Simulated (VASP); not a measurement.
# Pb: single point with PBE

Crystal: Pb.

```
Pb
1.0
     3.47159    0.00000    0.00000
    -1.73580    3.00649    0.00000
     0.00000    0.00000    5.99739
Pb
2
Direct
  0.33333 0.66667 0.25000
  0.66667 0.33333 0.75000
```

```json
{
  "Program": "VASP 6.6.1",
  "Task": "single point",
  "Functional": "PBE",
  "Potentials or basis": "VASP PAW PBE potentials, release 64 (Pb_d)",
  "Cutoff": "500 eV",
  "k mesh": "3 × 3 × 1",
  "Occupations": "gaussian, width 0.1 eV",
  "Spin": "no spin polarisation",
  "Dipole correction": "no",
  "Further INCAR settings": "ALGO = Normal; EDIFF = 1e-06; NBANDS = 21"
}
```

* Pressure: -1.6 GPa
* Band gap on the k mesh: zero (band 14 reaches 12.92 eV, above the bottom of band 15 at 6.14 eV)

Stress tensor (GPa, compression positive):
```
-1.99  0.00  0.00
 0.00 -1.99  0.00
 0.00  0.00 -0.69
```

Levels at points of the mesh, in eV from the Fermi level:
```
           k point  band 11  band 12  band 13  band 14  band 15  band 16  band 17  band 18
(0.00, 0.00, 0.00)   -10.84    -7.87    -3.40     6.73     6.73     6.99     8.23     8.23
```

Wall time 4.8 s on 1 thread of Intel(R) Xeon(R) Platinum 8488C (Sapphire Rapids), with other jobs on the host, peak memory 0.17 GiB.

Caveat: the k points lie up to 1.05 Å⁻¹ apart; spin-orbit coupling is left out, which moves the levels of the heavy elements.
